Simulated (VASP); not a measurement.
Wanted: the native input for a VASP 6.6.1 run.

```
Task                   : single point
Functional             : PBE
Potentials or basis    : VASP PAW PBE potentials, release 64 (Ga_d, P)
Cutoff                 : 520 eV
k mesh                 : 9 × 9 × 9
Occupations            : gaussian, width 0.05 eV
Spin                   : no spin polarisation
Dipole correction      : no
Further INCAR settings : ALGO = Normal; EDIFF = 1e-06; NBANDS = 26
```

The structure of GaP lies in POSCAR:

```
GaP
1.0
    2.0684638704      1.1942281724      6.5829552163
   -2.0684638704      1.1942281724      6.5829552163
    0.0000000000     -2.3884563448      6.5829552163
Ga P
2 2
Direct
    0.4355841032      0.4355841032      0.4355841032
    0.5644158968      0.5644158968      0.5644158968
    0.0575077006      0.0575077006      0.0575077006
    0.9424922994      0.9424922994      0.9424922994
```

This cell differs from its parent crystal: volume 24.392 Å^3 an atom, c/a of the conventional cell 4.7738.

These files were run (other wordings do the same):

INCAR

```
  ALGO = Normal
  EDIFF = 1E-6
  ENCUT = 520
  GGA = PE
  ISIF = 2
  ISMEAR = 0
  LASPH = True
  LCHARG = True
  LELF = True
  LREAL = False
  LVHAR = True
  LWAVE = False
  NBANDS = 26
  NELM = 60
  PREC = Accurate
  SIGMA = 0.05
```

KPOINTS

```
k-points
0
Gamma
  9 9 9
```

Potentials or basis: VASP PAW PBE potentials, release 64 (Ga_d, P).

The run is started by

```bash
$ cat potpaw_PBE.64/Ga_d/POTCAR potpaw_PBE.64/P/POTCAR > POTCAR
$ mpirun -np 1 vasp_std > vasp.out
```

Results of the run:

| Quantity | Value |
| --- | --- |
| Pressure | -7.1 GPa |
| Largest force | 0.281 eV/Å |
| Band gap on the k mesh | 0.38 eV, indirect (the least direct gap lies 1.0 meV higher) |

Run time: 7.3 min on 1 thread of Intel(R) Xeon(R) 6975P-C (Granite Rapids), on a shared host, peak memory 0.49 GiB.
